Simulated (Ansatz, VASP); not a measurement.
# C: VASP beside Ansatz

The input INCAR:

```
ALGO = Normal
EDIFF = 1E-7
EDIFFG = -0.002
ENCUT = 600
GGA_COMPAT = F
IBRION = 2
ISIF = 3
ISMEAR = 0
LASPH = T
LCHARG = F
LREAL = F
LWAVE = F
NELM = 120
NELMIN = 4
NSW = 100
PREC = Accurate
SIGMA = 0.02
```

The input KPOINTS:

```
k-points
0
Gamma
  12 12 12
```

POSCAR

```
C
1.0
    0.0000000000      1.7657957120      1.7657957120
    1.7657957120      0.0000000000      1.7657957120
    1.7657957120      1.7657957120      0.0000000000
C
2
Direct
    0.0000000000      0.0000000000      0.0000000000
    0.2500000000      0.2500000000      0.2500000000
```

Input for Ansatz:

```yaml
crystal:
  lattice:
    - [0.0, 1.765795712, 1.765795712]
    - [1.765795712, 0.0, 1.765795712]
    - [1.765795712, 1.765795712, 0.0]
  atoms:
    - { symbol: C, position: [0.0, 0.0, 0.0] }
    - { symbol: C, position: [0.25, 0.25, 0.25] }
basis:
  ecutwfc: 420
kpoints:
  mp_grid: { grid: [12, 12, 12] }
hamiltonian:
  xc: lda
  pseudopotentials: { kind: paw, azcp: { folder: soft_1 } }
scf:
  occupations: { method: gaussian, width: 0.02 }
output:
  forces: true
  stress: true
  eigenvalues: true
  write_density: true
  write_potential: true
  elf: true
  volumetric_format: npy
relax:
  adjacent_minimum: "off"
  f_tol: 0.002
  max_steps: 80
  cell: { stress_tol: 0.02 }
```

Alike in both runs: task relaxation of cell and atoms; functional LDA; k mesh 12 × 12 × 12; occupations gaussian, width 0.02 eV; no spin polarisation.

```csv
,VASP,Ansatz
version,VASP 6.6.1,Ansatz 0.2.0
potentials or method,"VASP PAW LDA potentials, release 64 (C), cutoff 600 eV","scalar-relativistic, plane waves, PAW"
valence electrons in the cell,8,8
```

|  | VASP | Ansatz | Ansatz less VASP |
| --- | --- | --- | --- |
| gap on the k mesh at the Fermi level, each at its own relaxed structure (eV) | 4.19 | 4.20 | +0.009 |
| relaxed volume (Å³/atom) | 5.52 | 5.51 | -0.011 |
| relaxed cell length with the largest relative difference (Å) | 2.499 | 2.497 | -0.0017 |

Ansatz warns that its potentials were made for another functional, while VASP's fit it. LDA's correlation is that of Perdew and Zunger in VASP and of Perdew and Wang (1992) in Ansatz.
